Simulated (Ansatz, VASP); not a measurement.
# Two plane-wave programs on Si

```
Si
1.0
    -2.18166    2.18166    1.43561
     2.18166   -2.18166    1.43561
     2.18166    2.18166   -1.43561
Si
2
Direct
  0.25000 0.75000 0.50000
  0.50000 0.50000 0.00000
```

Change from the starting cell: strain -0.080 along x and y, +0.080 along z, atoms carried along.

Alike in both runs: task single point; functional LDA; k mesh 20 × 20 × 20; occupations gaussian, width 0.15 eV; no spin polarisation.

|  | VASP | Ansatz |
| --- | --- | --- |
| version | VASP 6.6.1 | Ansatz 0.2.0 |
| potentials or method | VASP PAW LDA potentials, release 64 (Si), cutoff 520 eV | scalar-relativistic, plane waves, PAW |
| valence electrons in the cell | 8 | 8 |

Ansatz gave:

* gap on the k mesh at the Fermi level (eV): none
* pressure (GPa): 19.6
* traceless stress, the component that is largest in VASP (GPa): -16.00

Problem. What did VASP give for the same quantities?

Solution. gap on the k mesh at the Fermi level (eV): none; pressure (GPa): 19.8; traceless stress, the component that is largest in VASP (GPa): -16.06.

LDA's correlation is that of Perdew and Zunger in VASP and of Perdew and Wang (1992) in Ansatz. A gap of «none» marks a metal or a gap that the smearing closes.
